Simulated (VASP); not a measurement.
# Sr (Fm-3m) in VASP: notebook

Sr is run at these levels: PBE; tasks: single point, relaxation of cell and atoms.

All numbers are computed with VASP 6.6.1; they aren't measurements. Logs are shortened: lines on timing, memory, paths and dates and some standing lists are left out, and cuts for length are marked.

## Step 1: The cell of the first run

The structure is cubic, space group Fm-3m (No. 225). The conventional cell has a = 6.038 Å, b = 6.038 Å, c = 6.038 Å, α = 90.00°, β = 90.00°, γ = 90.00°. Within 5.6 Å of Sr (site symmetry m-3m) lie 12 Sr at 4.27 Å.

## Step 2: Single point, PBE

The input, INCAR:

```
PREC     = Accurate       # precision mode
ENCUT    = 520            # plane-wave cutoff, eV
EDIFF    = 1E-7           # SCF threshold, eV
ISMEAR   = -1             # smearing method
SIGMA    = 0.05           # smearing width, eV
LREAL    = False          # projectors in reciprocal space
LASPH    = True           # aspherical terms in the spheres
NELM     = 80             # most SCF steps
ALGO     = Normal         # electronic algorithm
ISIF     = 2              # what is computed and relaxed
LWAVE    = False          # write WAVECAR
LCHARG   = False          # write CHGCAR
GGA      = PE             # functional
NBANDS   = 11             # bands
```

The input, KPOINTS:

```
Automatic mesh
0
Gamma
  11 11 11
```

The input, POSCAR:

```
Sr
1.0
    0.0000000000      3.0191369257      3.0191369257
    3.0191369257      0.0000000000      3.0191369257
    3.0191369257      3.0191369257      0.0000000000
Sr
1
Direct
    0.0000000000      0.0000000000      0.0000000000
```

Potentials or basis: VASP PAW PBE potentials, release 64 (Sr_sv).

Launch:

```console
cat potpaw_PBE.64/Sr_sv/POTCAR > POTCAR
mpirun -np 1 vasp_std > vasp.out
```

OUTCAR:

```text
PREC = Accurate
   ENCUT = 520
   EDIFF = 1E-7
   ISMEAR = -1
   LREAL = False
   LASPH = True
   NELM = 80
   ISIF = 2
   GGA = PE

 ion  position               nearest neighbor table
   1  0.000  0.000  0.000-

  LATTYP: Found a face centered cubic cell.
 ALAT       =     6.0382738514

  Lattice vectors:

 A1 = (   0.0000000000,   3.0191369257,   3.0191369257)
 A2 = (   3.0191369257,   0.0000000000,   3.0191369257)
 A3 = (   3.0191369257,   3.0191369257,   0.0000000000)

Analysis of symmetry for initial positions (statically):
=====================================================================
 Subroutine PRICEL returns:
 Original cell was already a primitive cell.

 Routine SETGRP: Setting up the symmetry group for a
 face centered cubic supercell.

 Subroutine GETGRP returns: Found 48 space group operations
 (whereof 48 operations were pure point group operations)
 out of a pool of 48 trial point group operations.

The static configuration has the point symmetry O_h .

Analysis of symmetry for dynamics (positions and initial velocities):
=====================================================================
 Subroutine PRICEL returns:
 Original cell was already a primitive cell.

 Routine SETGRP: Setting up the symmetry group for a
 face centered cubic supercell.

 Subroutine GETGRP returns: Found 48 space group operations
 (whereof 48 operations were pure point group operations)
 out of a pool of 48 trial point group operations.

The dynamic configuration has the point symmetry O_h .

 Subroutine INISYM returns: Found 48 space group operations
 (whereof 48 operations are pure point group operations),
 and found     1 'primitive' translations

----------------------------------------------------------------------------------------

                                     Primitive cell

  volume of cell :      55.0400

  direct lattice vectors                    reciprocal lattice vectors
     0.000000000  3.019136926  3.019136926    -0.165610243  0.165610243  0.165610243
     3.019136926  0.000000000  3.019136926     0.165610243 -0.165610243  0.165610243
     3.019136926  3.019136926  0.000000000     0.165610243  0.165610243 -0.165610243

  length of vectors
     4.269704387  4.269704387  4.269704387     0.286845355  0.286845355  0.286845355

  position of ions in fractional coordinates (direct lattice)
     0.000000000  0.000000000  0.000000000

  ion indices of the primitive-cell ions
   primitive index   ion index
                 1           1

----------------------------------------------------------------------------------------

 KPOINTS: Automatic mesh

Automatic generation of k-mesh.
 Grid dimensions read from file:
 generate k-points for:   11   11   11

 Generating k-lattice:

  Cartesian coordinates                     Fractional coordinates (reciprocal lattice)
    -0.015055477  0.015055477  0.015055477     0.090909091  0.000000000  0.000000000
     0.015055477 -0.015055477  0.015055477     0.000000000  0.090909091  0.000000000
     0.015055477  0.015055477 -0.015055477     0.000000000  0.000000000  0.090909091

  Length of vectors
     0.026076850  0.026076850  0.026076850

  Shift w.r.t. Gamma in fractional coordinates (k-lattice)
     0.000000000  0.000000000  0.000000000

 Subroutine IBZKPT returns following result:
 ===========================================

 Found     56 irreducible k-points:

 Following reciprocal coordinates:
            Coordinates               Weight
  0.000000  0.000000  0.000000      1.000000
  0.090909  0.000000  0.000000      8.000000
  0.181818  0.000000  0.000000      8.000000
  0.272727  0.000000  0.000000      8.000000
  0.363636  0.000000  0.000000      8.000000
  0.454545  0.000000  0.000000      8.000000
[... 16 lines left out ...]
 -0.272727  0.181818  0.000000     24.000000
 -0.181818  0.181818  0.000000     12.000000
 [... further k-points ...]
   k-points           NKPTS =     56   k-points in BZ     NKDIM =     56   number of bands    NBANDS=     11
   number of dos      NEDOS =    301   number of ions     NIONS =      1
   total plane-waves  NPLWV =  32768
   dimension x,y,z NGX =    32 NGY =   32 NGZ =   32
   dimension x,y,z NGXF=    64 NGYF=   64 NGZF=   64
   ions per type =               1
   NGX,Y,Z   is equivalent  to a cutoff of  12.46, 12.46, 12.46 a.u.
   NGXF,Y,Z  is equivalent  to a cutoff of  24.92, 24.92, 24.92 a.u.
 SYSTEM =  unknown system
   PREC   = accura    normal or accurate (medium, high low for compatibility)
   ISTART =      0    job   : 0-new  1-cont  2-samecut
   ICHARG =      2    charge: 1-file 2-atom 10-const
   ISPIN  =      1    spin polarized calculation?
   LNONCOLLINEAR =      F non collinear calculations
   LSORBIT =      F    spin-orbit coupling
   LASPH  =      T    aspherical Exc in radial PAW
   ENCUT  =  520.0 eV  38.22 Ry    6.18 a.u.   7.94  7.94  7.94*2*pi/ulx,y,z
   NELM   =     80;   NELMIN=  2; NELMDL= -5     # of ELM steps
   EDIFF  = 0.1E-06   stopping-criterion for ELM
   LREAL  =      F    real-space projection
   EDIFFG = 0.1E-05   stopping-criterion for IOM
   NSW    =      0    number of steps for IOM
   IBRION =     -1    ionic relax: 0-MD 1-quasi-New 2-CG
   NFREE  =      0    steps in history (QN), initial steepest desc. (CG)
   ISIF   =      2    stress and relaxation
   ISYM   =      2    0-nonsym 1-usesym 2-fastsym
   POTIM  = 0.5000    time-step for ionic-motion
   TEBEG  =    0.0;   TEEND  =   0.0 temperature during run
   PSTRESS=    0.0 pullay stress
   NELECT =      10.0000    total number of electrons
   NUPDOWN=      -1.0000    fix difference up-down
   EMIN   =  10.00;   EMAX   =-10.00  energy-range for DOS
   EFERMI =   0.00;   METHOD = LEGACY
   ISMEAR =    -1;   SIGMA  =   0.05  broadening in eV -4-tet -1-fermi 0-gaus
   EFERMI_NEDOS =   21; number of points for ismear=-14 and -15
   IALGO  =     38    algorithm
   IMIX   =      4    mixing-type and parameters
     AMIX     =   0.40;   BMIX     =  1.00
     AMIX_MAG =   1.60;   BMIX_MAG =  1.00
  volume/ion in A,a.u.               =      55.04       371.43
  Fermi-wavevector in a.u.,A,eV,Ry     =   0.927218  1.752189 11.697390  0.859734
  Thomas-Fermi vector in A             =   2.053265
   LORBIT       =      0    0 simple, 1 ext, 2 COOP (PROOUT), +10 PAW based schemes
   GGA     = PE    functional components
   LHFCALC =     F    Hartree Fock is set to
   AEXX    =    0.0000 exact exchange contribution
   IVDW    =     0    specifies the selected vdW correction
   LEPSILON=     F    determine dielectric tensor
   LRPA    =     F    only Hartree local field effects (RPA)
 non-spin polarized calculation
  energy-cutoff  :      520.00
  volume of cell :       55.04
 maximum number of plane-waves:      1496
   NGX = 15   NGY = 15   NGZ = 15

 number of electron      10.0000000 magnetization

 Free energy of the ion-electron system (eV)
  ---------------------------------------------------
  ext. energy  EPLUGINS =         0.00000000
  ---------------------------------------------------
  free energy    TOTEN  =        -1.64397693 eV

  energy without entropy =       -1.63353009  energy(sigma->0) =       -1.63875351

 E-fermi :   1.5848     XC(G=0):  -7.3477

 val. band max:        1.5579864480   @ k =  -0.3636   0.3636   0.0000
 cond. band min:       1.6134055383   @ k =  -0.4545   0.1818   0.0000
 fundamental gap:      0.0554190903
 Fermi energy:         1.5848472836

 k-point     1 :       0.0000    0.0000    0.0000
  band No.  band energies     occupation
      1     -35.0422      2.00000
      2     -16.9301      2.00000
      3     -16.9301      2.00000
      4     -16.9301      2.00000
      5      -2.0631      2.00000
      6       3.9226      0.00000
      7       3.9226      0.00000
      8       3.9226      0.00000
      9       5.3866      0.00000
     10       5.3866      0.00000
     11       8.6830      0.00000

 k-point     2 :       0.0909    0.0000    0.0000
  band No.  band energies     occupation
      1     -35.0411      2.00000
      2     -16.9460      2.00000
      3     -16.9322      2.00000
      4     -16.9322      2.00000
      5      -1.9303      2.00000
      6       3.7173      0.00000
      7       3.9846      0.00000
      8       3.9846      0.00000
      9       5.3045      0.00000
     10       5.3045      0.00000
     11       9.0215      0.00000

 k-point     3 :       0.1818    0.0000    0.0000
  band No.  band energies     occupation
      1     -35.0382      2.00000
      2     -16.9882      2.00000
      3     -16.9379      2.00000
      4     -16.9379      2.00000
      5      -1.5470      2.00000
      6       3.2460      0.00000
      7       4.0901      0.00000
      8       4.0901      0.00000
      9       5.2135      0.00000
     10       5.2135      0.00000
     11       8.9766      0.00000

 k-point     4 :       0.2727    0.0000    0.0000
  band No.  band energies     occupation
      1     -35.0343      2.00000
      2     -17.0427      2.00000
      3     -16.9454      2.00000
      4     -16.9454      2.00000
      5      -0.9606      2.00000
      6       2.7070      0.00000
      7       4.0439      0.00000
      8       4.0439      0.00000
      9       5.4230      0.00000
     10       5.4230      0.00000
     11       8.1824      0.00000
[... 239 lines left out ...]
 k-point    22 :      -0.3636    0.1818    0.0000
  band No.  band energies     occupation
      1     -35.0274      2.00000
      2     -17.0961      2.00000
      3     -16.9988      2.00000
      4     -16.9614      2.00000
      5       0.5986      2.00000
      6       1.9178      0.00256
      7       3.0724      0.00000
      8       4.1603      0.00000
      9       5.7751      0.00000
     10       6.5156      0.00000
     11       7.2480      0.00000

 k-point    23 :      -0.2727    0.1818    0.0000
  band No.  band energies     occupation
      1     -35.0297      2.00000
      2     -17.0699      2.00000
      3     -16.9926      2.00000
      4     -16.9523      2.00000
      5      -0.0945      2.00000
      6       2.4032      0.00000
      7       3.1861      0.00000
      8       4.2865      0.00000
      9       5.1413      0.00000
     10       6.5416      0.00000
     11       7.8112      0.00000

 k-point    24 :      -0.1818    0.1818    0.0000
  band No.  band energies     occupation
      1     -35.0330      2.00000
      2     -17.0377      2.00000
      3     -16.9754      2.00000
      4     -16.9437      2.00000
      5      -0.7553      2.00000
      6       2.7457      0.00000
      7       3.5524      0.00000
      8       4.5148      0.00000
      9       4.6265      0.00000
     10       6.0358      0.00000
     11       8.6812      0.00000

 [... further k-points ...]

------------------------ aborting loop because EDIFF is reached ----------------------------------------

  FORCE on cell =-STRESS in cart. coord.  units (eV):
  Direction    XX          YY          ZZ          XY          YZ          ZX
  --------------------------------------------------------------------------------------
  -------------------------------------------------------------------------------------
  Total       -0.0150490     -0.0150490     -0.0150490     -0.0000000     -0.0000000     -0.0000000
  in kB       -0.4380659     -0.4380659     -0.4380659     -0.0000000     -0.0000000     -0.0000000
  external PRESSURE =      -0.4380659 kB  Pullay stress =       0.0000000 kB

 VOLUME and BASIS-vectors are now :
 -----------------------------------------------------------------------------
  energy-cutoff  :      520.00
  volume of cell :       55.04
      direct lattice vectors                 reciprocal lattice vectors
     0.000000000  3.019136926  3.019136926    -0.165610243  0.165610243  0.165610243
     3.019136926  0.000000000  3.019136926     0.165610243 -0.165610243  0.165610243
     3.019136926  3.019136926  0.000000000     0.165610243  0.165610243 -0.165610243

 POSITION                                       TOTAL-FORCE (eV/Angst)
 -----------------------------------------------------------------------------------
      0.00000      0.00000      0.00000         0.000000     -0.000000      0.000000
 -----------------------------------------------------------------------------------
    total drift:                                0.000000      0.000000     -0.000000

  FREE ENERGIE OF THE ION-ELECTRON SYSTEM (eV)
  ---------------------------------------------------
  free  energy   TOTEN  =        -1.6439769338 eV

  energy  without entropy=       -1.6335300856  energy(sigma->0) =       -1.63875351
```

It took 10 s on 1 thread of Intel Xeon 6975P-C (Granite Rapids), shared host; peak memory 0.18 GiB.

Results:

| Quantity | Value |
| --- | --- |
| Free energy | -1.6440 eV |
| Pressure | 0.0 GPa |
| Band gap on the k mesh | zero (bands 5 and 6 overlap by 0.02 eV) |

Levels at points of the mesh, in eV from the Fermi level:
```
           k point  band 3  band 4  band 5  band 6  band 7  band 8
(0.00, 0.00, 0.00)  -18.51  -18.51   -3.65    2.34    2.34    2.34
```

## Step 3: Single point, PBE (37.54 Å³/atom)

This run uses another cell than the first one, of 37.54 Å³/atom.

The input, INCAR:

```
PREC = Accurate
ENCUT = 520
EDIFF = 1E-6
ISMEAR = -1
SIGMA = 0.05
LREAL = False
LASPH = True
NELM = 100
ALGO = Normal
ISIF = 2
LWAVE = False
LCHARG = True
GGA = PE
LELF = True
LVHAR = True
NBANDS = 11
```

The input, KPOINTS:

```
regular mesh
0
Gamma
  13 13 13
```

The input, POSCAR:

```
Sr
1.0
    0.0000000000      2.6575264850      2.6575264850
    2.6575264850      0.0000000000      2.6575264850
    2.6575264850      2.6575264850      0.0000000000
Sr
1
Direct
    0.0000000000      0.0000000000      0.0000000000
```

Potentials or basis: VASP PAW PBE potentials, release 64 (Sr_sv).

Launch:

```console
cat potpaw_PBE.64/Sr_sv/POTCAR > POTCAR
mpirun -np 1 vasp_std > vasp.out
```

Run time: 13 s. Hardware: 1 thread of Intel Xeon 6975P-C (Granite Rapids), shared host; peak memory 0.17 GiB.

The run converged. Its results:

- Free energy: -1.3007 eV
- Pressure: 8.2 GPa

Levels at points of the mesh, in eV from the Fermi level:
| k point | band 2 | band 3 | band 4 | band 5 | band 6 | band 7 | band 8 | band 9 |
| --- | --- | --- | --- | --- | --- | --- | --- | --- |
| (0.00, 0.00, 0.00) | -17.67 | -17.67 | -17.67 | -4.10 | 2.76 | 2.76 | 2.76 | 4.95 |

Caveat: the cell stands under pressure.

## Step 4: Relaxation of cell and atoms, PBE

The input, INCAR:

```
SYSTEM = Sr
PREC = Accurate ; ENCUT = 600
EDIFF = 1E-6 ; ISMEAR = -1
SIGMA = 0.05 ; LREAL = .False.
LASPH = .True. ; NELM = 80
ALGO = Normal ; ISIF = 3
LWAVE = .False. ; LCHARG = .False.
GGA = PE ; IBRION = 2
NSW = 60 ; EDIFFG = -0.005
```

The input, KPOINTS:

```
Automatic mesh
0
Gamma
  11 11 11
  0 0 0
```

The input, POSCAR:

```
Sr
1.0
    0.0000000000      3.0191369257      3.0191369257
    3.0191369257      0.0000000000      3.0191369257
    3.0191369257      3.0191369257      0.0000000000
Sr
1
Direct
    0.0000000000      0.0000000000      0.0000000000
```

Launch:

```console
cat potpaw_PBE.64/Sr_sv/POTCAR > POTCAR
mpirun -np 1 vasp_std > vasp.out
```

It took 20 s on 1 thread of Intel Xeon 6975P-C (Granite Rapids), shared host; peak memory 0.22 GiB.

The run converged. Its results:

```
Free energy                           : -1.6440 eV
Relaxed volume                        : 54.91 Å³/atom
Relaxed cell                          : a = 4.266 Å, b = 4.266 Å, c = 4.266 Å, α = 60.00°, β = 60.00°, γ = 60.00°
Space group after relaxing (to 0.1 Å) : Fm-3m (No. 225)
Energy gained by relaxing             : 0.0 meV/atom
Ionic steps                           : 2
Pressure after relaxing               : 0.0 GPa
Band gap on the k mesh                : zero (bands 5 and 6 overlap by 0.01 eV)
```

Final structure:
```yaml
crystal:
  lattice:
    - [0.00000, 3.01681, 3.01681]
    - [3.01681, 0.00000, 3.01681]
    - [3.01681, 3.01681, 0.00000]
  atoms:
    - { symbol: Sr, position: [0.00000, 0.00000, 0.00000] }
```

Levels at points of the mesh, in eV from the Fermi level:
```csv
k point,band 2,band 3,band 4,band 5,band 6,band 7,band 8,band 9
"(0.00, 0.00, 0.00)",-18.51,-18.51,-18.51,-3.65,2.34,2.34,2.34,3.81
```

## Step 5: Relaxation of cell and atoms, PBE, target pressure 8.2 GPa, at which the enthalpy is minimised

This run uses another cell than the first one, of 37.54 Å³/atom.

The input, INCAR:

```
SYSTEM = Sr
ALGO = Normal
EDIFF = 1E-7
EDIFFG = -0.005
ENCUT = 600
GGA = PE
IBRION = 2
ISIF = 3
ISMEAR = -1
LASPH = .TRUE.
LCHARG = .FALSE.
LREAL = .FALSE.
LWAVE = .FALSE.
NELM = 100
NSW = 60
PREC = Accurate
PSTRESS = 82.0
SIGMA = 0.05
```

The input, KPOINTS:

```
k-points
0
G
  13 13 13
  0 0 0
```

The input, POSCAR:

```
Sr
1.0
    0.0000000000      2.6575264850      2.6575264850
    2.6575264850      0.0000000000      2.6575264850
    2.6575264850      2.6575264850      0.0000000000
Sr
1
Direct
    0.0000000000      0.0000000000      0.0000000000
```

Launch:

```console
cat potpaw_PBE.64/Sr_sv/POTCAR > POTCAR
mpirun -np 1 vasp_std > vasp.out
```

It took 27 s on 1 thread of Intel Xeon 6975P-C (Granite Rapids), shared host; peak memory 0.19 GiB.

It converged, with:

```
Free energy                                                : -1.3047 eV
Relaxed volume                                             : 37.62 Å³/atom
Relaxed cell                                               : a = 3.761 Å, b = 3.761 Å, c = 3.761 Å, α = 60.00°, β = 60.00°, γ = 60.00°
Space group after relaxing (to 0.1 Å)                      : Fm-3m (No. 225)
Energy change on relaxing (the run minimises the enthalpy) : -4.1 meV/atom
Ionic steps                                                : 2
Pressure after relaxing                                    : 8.2 GPa
```

The path:
| step | energy change (eV) | largest force (eV/Å) | pressure (GPa) | volume (Å³) |
| --- | --- | --- | --- | --- |
| 1 | 0.0000 | 0.0000 | 8.26 | 37.54 |
| 2 | -0.0041 | 0.0000 | 8.19 | 37.62 |

Final structure:
```yaml
crystal:
  lattice:
    - [0.00000, 2.65940, 2.65940]
    - [2.65940, 0.00000, 2.65940]
    - [2.65940, 2.65940, 0.00000]
  atoms:
    - { symbol: Sr, position: [0.00000, 0.00000, 0.00000] }
```

Levels at points of the mesh, in eV from the Fermi level:
```
           k point  band 3  band 4  band 5  band 6  band 7  band 8
(0.00, 0.00, 0.00)  -17.67  -17.67   -4.10    2.76    2.76    2.76
```

Caveat: the cell is relaxed towards a set pressure, so the run minimises the enthalpy, not the energy.

## Step 6: Summary

```tsv
task	cell	k mesh	cutoff (eV)	gap on the mesh (eV)	pressure (GPa)
single point	a = 4.270 Å, angles 60.0°, 1 atom	11 × 11 × 11	520	none	0.0
single point	a = 3.758 Å, angles 60.0°, 1 atom	13 × 13 × 13	520	-	8.2
relaxation of cell and atoms	relaxed from a = 4.270 Å, angles 60.0°, 1 atom	11 × 11 × 11	600	none	0.0
relaxation of cell and atoms	relaxed to 8.2 GPa from a = 3.758 Å, angles 60.0°, 1 atom	13 × 13 × 13	600	-	8.2
```

Alike in all rows: level PBE; potentials or basis VASP PAW PBE potentials, release 64 (Sr_sv); no spin polarisation; smearing fermi-dirac 0.05 eV.

Caveats: the cell stands under pressure (at least some runs); the cell is relaxed towards a set pressure, so the run minimises the enthalpy, not the energy (at least some runs).

Total energies depend on the potentials used, so only differences within one code and one set of settings carry meaning.
